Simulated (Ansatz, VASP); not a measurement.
**Two plane-wave programs on HgTe**

```
CELL_PARAMETERS angstrom
0.00000 3.26161 3.26161
3.26161 0.00000 3.26161
3.26161 3.26161 0.00000
ATOMIC_POSITIONS crystal
Hg 0.00000 0.00000 0.00000
Te 0.25000 0.25000 0.25000
```

Alike in both runs: task single point; functional revPBE; k mesh 6 × 6 × 6; occupations gaussian, width 0.05 eV; no spin polarisation.

|  | VASP | Ansatz |
| --- | --- | --- |
| version | VASP 6.6.1 | Ansatz 0.2.0 |
| potentials or method | VASP PAW PBE potentials, release 64 (Hg, Te), cutoff 500 eV | scalar-relativistic, plane waves, PAW |
| valence electrons in the cell | 18 | 36 |

|  | VASP | Ansatz | Ansatz less VASP |
| --- | --- | --- | --- |
| gap on the k mesh at the Fermi level (eV) | none | none | - |
| pressure (GPa) | 3.6 | 3.6 | -0.05 |

VASP's potentials were made for PBE, not for revPBE. A gap of «none» marks a metal or a gap that the smearing closes. With one functional, cell and mesh, what is left measures potentials, basis and numerics. VASP's potentials hold 18 valence electrons a cell and Ansatz's 36, so a difference there can come from the potentials and not from the codes.

Neither program's run includes spin-orbit coupling.
